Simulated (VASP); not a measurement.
# ZnS: electric field gradients with PBEsol

ZnS:

```
CELL_PARAMETERS angstrom
3.81100 0.00000 0.00000
-1.90550 3.30042 0.00000
0.00000 0.00000 6.42102
ATOMIC_POSITIONS crystal
Zn 0.33333 0.66667 0.00000
Zn 0.66667 0.33333 0.50000
S 0.33333 0.66667 0.38500
S 0.66667 0.33333 0.88500
```

This cell differs from its parent crystal: zz strain of +3 %.

```yaml
Program: VASP 6.6.1
Task: electric field gradients
Functional: PBEsol
Potentials_or_basis: VASP PAW PBE potentials, release 64 (Zn, S)
Cutoff: 520 eV
k_mesh: 8 × 8 × 5
Occupations: fermi-dirac, width 0.03 eV
Spin: no spin polarisation
Dipole_correction: no
Further_INCAR_settings: ALGO = Normal; EDIFF = 1e-08; NBANDS = 26
```

The pressure is -2.8 GPa, the largest force is 0.362 eV/Å and the band gap on the k mesh is 1.95 eV. The largest electric field gradient by atom is Zn +30.7; S -1.1 V/Å².

Forces on the atoms (eV/Å):
```
Zn   0.000  0.000  0.362
Zn   0.000  0.000  0.362
S    0.000  0.000 -0.362
S    0.000  0.000 -0.362
```

Stress tensor (GPa, compression positive):
```
-1.26  0.00  0.00
 0.00 -1.26  0.00
 0.00  0.00 -5.85
```

Levels at points of the mesh, in eV from the valence-band top:
```
           k point  band 15  band 16  band 17  band 18  band 19  band 20  band 21  band 22
(0.00, 0.00, 0.00)    -0.74    -0.09     0.00     0.00     1.95     3.02     6.24     6.34
(0.50, 0.00, 0.00)    -3.05    -2.11    -1.52    -1.00     3.61     4.01     4.94     6.91
```

Electric field gradients, principal values (V/Å²):
```tsv
atom	least	middle	greatest (by size)
1 Zn	-15.324	-15.337	30.662
2 Zn	-15.324	-15.337	30.662
3 S	0.559	0.560	-1.118
4 S	0.559	0.560	-1.118
```

Wall time 96 s on 1 thread of Intel Xeon 8259CL, with other jobs on the host, peak memory 0.21 GiB.

Caveat: the cell differs from its parent crystal (zz strain of +3 %); without QUAD_EFG the Cq values of the log hold for a quadrupole moment of 1 mb, not for the nuclei; the PAW data sets were made with another functional, which shifts forces and pressure a little.
